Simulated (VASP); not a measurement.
Set up this calculation in VASP 6.6.1, as the native input.

```yaml
Task: relaxation of cell and atoms
Functional: r2SCAN
Potentials_or_basis: VASP PAW PBE potentials, release 64 (Pt, Se)
Cutoff: 600 eV
k_mesh: 12 × 12 × 10
Occupations: gaussian, width 0.1 eV
Spin: no spin polarisation
Target_pressure: 30 GPa
Dipole_correction: no
Further_INCAR_settings: ALGO = Normal; EDIFF = 1e-07; IBRION = 2; EDIFFG = -0.008; NSW = 70; ISIF = 3
```

PtSe2:

```
CELL_PARAMETERS angstrom
3.58896 0.00000 0.00000
-1.79448 3.10813 0.00000
0.00000 0.00000 4.39158
ATOMIC_POSITIONS crystal
Pt 0.00000 0.00000 0.00000
Se 0.66667 0.33333 0.72055
Se 0.33333 0.66667 0.27945
```

One way to write it, as run:

POSCAR

```
PtSe2
1.0
    3.5889574354      0.0000000000      0.0000000000
   -1.7944787177      3.1081283122      0.0000000000
    0.0000000000      0.0000000000      4.3915769804
Pt Se
1 2
Direct
    0.0000000000      0.0000000000      0.0000000000
    0.6666666667      0.3333333333      0.7205456217
    0.3333333333      0.6666666667      0.2794543783
```

INCAR.step1

```
PREC     = Accurate       # precision mode
ENCUT    = 600            # plane-wave cutoff, eV
ISMEAR   = 0              # smearing method
SIGMA    = 0.1            # smearing width, eV
LREAL    = False          # projectors in reciprocal space
LASPH    = True           # aspherical terms in the spheres
NELM     = 60             # most SCF steps
GGA      = PE             # functional
ALGO     = Normal         # electronic algorithm
EDIFF    = 1E-4           # SCF threshold, eV
LWAVE    = True           # write WAVECAR
LCHARG   = False          # write CHGCAR
```

INCAR.step2

```
PREC     = Accurate       # precision mode
ENCUT    = 600            # plane-wave cutoff, eV
EDIFF    = 1E-7           # SCF threshold, eV
ISMEAR   = 0              # smearing method
SIGMA    = 0.1            # smearing width, eV
LREAL    = False          # projectors in reciprocal space
LASPH    = True           # aspherical terms in the spheres
NELM     = 60             # most SCF steps
ALGO     = Normal         # electronic algorithm
ISIF     = 3              # what is computed and relaxed
LWAVE    = False          # write WAVECAR
LCHARG   = False          # write CHGCAR
METAGGA  = R2SCAN         # meta-GGA
LMIXTAU  = True         
IBRION   = 2              # ionic algorithm
NSW      = 70             # ionic steps
EDIFFG   = -0.008         # ionic threshold
PSTRESS  = 300.0        
ISTART   = 1
```

KPOINTS

```
Automatic mesh
0
Gamma
  12 12 10
```

Potentials or basis: VASP PAW PBE potentials, release 64 (Pt, Se).

Run with:

```bash
$ cat potpaw_PBE.64/Pt/POTCAR potpaw_PBE.64/Se/POTCAR > POTCAR
$ cp INCAR.step1 INCAR
$ mpirun -np 1 vasp_std > vasp.out
$ cp INCAR.step2 INCAR
$ mpirun -np 1 vasp_std > vasp.out
```

Results of the run:

```yaml
Relaxed_volume: 16.25 Å³/atom
Relaxed_cell: a = 3.630 Å, b = 3.630 Å, c = 4.272 Å, α = 90.00°, β = 90.00°, γ = 120.00°
Space_group_after_relaxing_to_0.1_Å: P-3m1 (No. 164)
Energy_change_on_relaxing_the_run_minimises_the_enthalpy: -8.1 meV/atom
Ionic_steps: 14
Pressure_after_relaxing: 30.0 GPa
Largest_force_after_relaxing: 0.005 eV/Å
Band_gap_on_the_k_mesh: zero (bands 11 and 12 overlap by 0.90 eV)
```

Caveat: the cell is relaxed towards a set pressure, so the run minimises the enthalpy, not the energy; the PAW data sets were made with another functional, which shifts forces and pressure a little; spin-orbit coupling is left out, which moves the levels of the heavy elements.

Run time: 110 min on 1 thread of Intel Xeon 8259CL, with other jobs on the host, peak memory 0.33 GiB.
